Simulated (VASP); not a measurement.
Crystal: BaO.

```
Ba O
1.0
     3.88909    0.00000    0.00000
     1.94454    3.36805    0.00000
     1.94454    1.12268    3.17543
Ba O
1 1
Direct
  0.00000 0.00000 0.00000
  0.50000 0.50000 0.50000
```

```yaml
Program: VASP 6.6.1
Task: relaxation of cell and atoms
Functional: revPBE
Dispersion: D3(BJ)
Potentials_or_basis: VASP PAW PBE potentials, release 64 (Ba_sv, O)
Cutoff: 600 eV
k_mesh: 8 × 8 × 8
Occupations: gaussian, width 0.01 eV
Spin: no spin polarisation
```

At the start: pressure 3.4 GPa; volume 20.80 Å³/atom.

**Question.** Where does the relaxation end?

**Answer.** Over 3 steps the energy falls by 9.8 meV/atom and the volume is 21.75 Å³/atom (+4.6 %); space group Fm-3m (No. 225, to 0.05 Å).

The path:
```
step  energy change (eV)  largest force (eV/Å)  pressure (GPa)  volume (Å³)
   1              0.0000                0.0000            3.44        41.59
   2             -0.0161                0.0000           -1.26        44.34
   3             -0.0195                0.0000            0.01        43.49
```

Final structure:
```yaml
crystal:
  lattice:
    - [3.94737, 0.00000, 0.00000]
    - [1.97368, 3.41852, 0.00000]
    - [1.97368, 1.13951, 3.22301]
  atoms:
    - { symbol: Ba, position: [0.00000, 0.00000, 0.00000] }
    - { symbol: O, position: [0.50000, 0.50000, 0.50000] }
```

Caveat: the PAW data sets were made with another functional, which shifts forces and pressure a little.
